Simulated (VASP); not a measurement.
NaH: single point with PBE

Crystal: NaH.

```
CELL_PARAMETERS angstrom
4.01098 0.00000 0.00000
-2.00549 3.47361 0.00000
0.00000 0.00000 4.92228
ATOMIC_POSITIONS crystal
Na 0.33333 0.66667 0.93749
Na 0.66667 0.33333 0.43749
H 0.33333 0.66667 0.43751
H 0.66667 0.33333 0.93751
```

This cell differs from its parent crystal: volume changed by +3%.

```yaml
Program: VASP 6.6.1
Task: single point
Functional: PBE
Potentials_or_basis: VASP PAW PBE potentials, release 64 (Na_pv, H)
Cutoff: 520 eV
k_mesh: 6 × 6 × 4
Occupations: gaussian, width 0.01 eV
Spin: no spin polarisation
```

```json
{
  "Pressure": "-0.6 GPa",
  "Band gap on the k mesh": "3.34 eV, indirect (least direct gap 4.21 eV)"
}
```

Levels at points of the mesh, in eV from the valence-band top:
```csv
k point,band 4,band 5,band 6,band 7,band 8,band 9,band 10,band 11,band 12,band 13
"(0.00, 0.00, 0.00)",-22.31,-22.31,-22.29,-3.21,-0.02,4.79,7.77,10.07,10.07,10.32
"(0.50, 0.00, 0.00)",-22.32,-22.31,-22.30,-1.45,-0.58,3.84,7.35,7.37,7.69,7.77
"(0.00, 0.00, 0.50)",-22.32,-22.32,-22.32,-1.94,-1.94,6.74,6.74,10.87,10.87,10.87
"(0.50, 0.00, 0.50)",-22.32,-22.30,-22.30,-0.79,-0.79,3.91,3.91,8.30,8.30,9.01
```

It took 11 s on 1 thread of Intel(R) Xeon(R) 6975P-C (Granite Rapids), on a shared host, peak memory 0.17 GiB.

 A k mesh can miss the band edges.
